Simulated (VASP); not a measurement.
**Na: single point with PBE**

Na:

```
CELL_PARAMETERS angstrom
-2.05397 2.05397 2.08574
2.05397 -2.05397 2.08574
2.05397 2.05397 -2.08574
ATOMIC_POSITIONS crystal
Na 0.00000 0.00000 0.00000
```

This cell differs from its parent crystal: strain -0.030 along x and y, -0.015 along z.

| Item | Value |
| --- | --- |
| Program | VASP 6.6.1 |
| Task | single point |
| Functional | PBE |
| Potentials or basis | VASP PAW PBE potentials, release 64 (Na_pv) |
| Cutoff | 520 eV |
| k mesh | 16 × 16 × 16 |
| Occupations | gaussian, width 0.15 eV |
| Spin | no spin polarisation |
| Dipole correction | no |
| Further INCAR settings | ALGO = Normal; EDIFF = 1e-06; NBANDS = 10 |

* Pressure: 0.4 GPa

Levels at points of the mesh, in eV from the Fermi level:
```tsv
k point	band 1	band 2	band 3	band 4	band 5	band 6	band 7	band 8
(0.00, 0.00, 0.00)	-24.87	-24.87	-24.87	-3.39	11.99	11.99	12.23	12.98
(0.50, 0.00, 0.00)	-24.91	-24.88	-24.87	0.75	1.25	8.49	9.59	9.63
(0.50, 0.50, 0.00)	-24.91	-24.88	-24.87	0.81	1.32	8.29	9.38	9.43
(0.50, 0.50, 0.50)	-24.90	-24.90	-24.90	4.53	4.67	4.89	5.17	5.17
```

It took 72 s on 1 thread of AMD EPYC 7R43 64-Core Processor (Zen 3) (shared host), peak memory 0.19 GiB.

Caveat: the cell differs from its parent crystal (strain -0.030 along x and y, -0.015 along z).
